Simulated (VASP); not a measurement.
Here is a VASP 6.6.1 calculation.

INCAR

```
PREC = Accurate
ENCUT = 520
EDIFF = 1E-6
ISMEAR = 0
SIGMA = 0.15
LREAL = F
LASPH = T
NELM = 100
ALGO = Normal
ISIF = 2
LWAVE = F
LCHARG = F
GGA = CA
NBANDS = 21
```

The input KPOINTS:

```
Automatic mesh
0
Gamma
  12 12 12
```

POSCAR

```
Pb
1.0
    0.0000000000      3.4390000555      3.4390000555
    3.4390000555      0.0000000000      3.4390000555
    3.4390000555      3.4390000555      0.0000000000
Pb
2
Direct
    0.5000000000      0.5000000000      0.5000000000
    0.7500000000      0.7500000000      0.7500000000
```

Potentials or basis: VASP PAW LDA potentials, release 64 (Pb_d).

Run with:

```sh
$ cat potpaw_LDA.64/Pb_d/POTCAR > POTCAR
$ mpirun -np 1 vasp_std > vasp.out
```

Task: What does it give for the pressure?

Result: -0.7 GPa.

Task: What does it give for the band gap on the k mesh?

Result: Zero (band 14 reaches 4.45 eV, above the bottom of band 15 at 3.30 eV).

Caveat: spin-orbit coupling is left out, which moves the levels of the heavy elements.
